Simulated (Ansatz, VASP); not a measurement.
# TiO2: VASP beside Ansatz

```xyz
6
Lattice="-1.8921 1.8921 4.7573 1.8921 -1.8921 4.7573 1.8921 1.8921 -4.7573" Properties=species:S:1:pos:R:3 pbc="T T T"
Ti    1.8921   -1.8921    4.7573
Ti    0.0000    1.8921    2.3786
O     0.0000    0.0000    1.9800
O     0.0000    0.0000    7.5346
O     1.8921    0.0000   -0.3987
O     1.8921    0.0000    5.1560
```

Alike in both runs: task single point; functional RPBE; k mesh 9 × 9 × 9; no spin polarisation.

```csv
,VASP,Ansatz
version,VASP 6.6.1,Ansatz 0.2.0
potentials or method,"VASP PAW PBE potentials, release 64 (Ti_sv, O), cutoff 600 eV","plane waves, PAW"
occupations,"gaussian, width 0.01 eV",fixed
valence electrons in the cell,48,48
```

VASP gave:

| Quantity | Value |
| --- | --- |
| gap on the k mesh at the Fermi level (eV) | 2.14 |

**Question.** Which values does Ansatz return?

**Answer.** gap on the k mesh at the Fermi level (eV): 2.16.

VASP's potentials were made for PBE, not for RPBE.
